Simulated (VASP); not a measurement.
A run of VASP 6.6.1:

Contents of INCAR:

```
SYSTEM = AgCl
  PREC = Accurate
  ENCUT = 520
  EDIFF = 1E-6
  ISMEAR = 0
  SIGMA = 0.01
  LREAL = .False.
  LASPH = .True.
  NELM = 100
  ALGO = Normal
  ISIF = 2
  LWAVE = .False.
  LCHARG = .False.
  GGA = PE
  NBANDS = 16
```

File KPOINTS:

```
Automatic mesh
0
Gamma
  6 6 6
  0 0 0
```

The input POSCAR:

```
AgCl
1.0
    0.0000000000      2.8603626284      2.8603626284
    2.8603626284      0.0000000000      2.8603626284
    2.8603626284      2.8603626284      0.0000000000
Ag Cl
1 1
Direct
    0.0000000000      0.0000000000      0.0000000000
    0.5000000000      0.5000000000      0.5000000000
```

Potentials or basis: VASP PAW PBE potentials, release 64 (Ag, Cl).

Command:

```sh
$ cat potpaw_PBE.64/Ag/POTCAR potpaw_PBE.64/Cl/POTCAR > POTCAR
$ mpirun -np 1 vasp_std > vasp.out
```

Hardware: 1 thread of AMD EPYC 9R45 96-Core Processor (Zen 5), on a shared host.

Estimate the wall time of this run.

Run time: 6.9 s on 1 thread of AMD EPYC 9R45 96-Core Processor (Zen 5), with other jobs on the host, peak memory 0.14 GiB. Counts: scf iterations 12, k points 16.
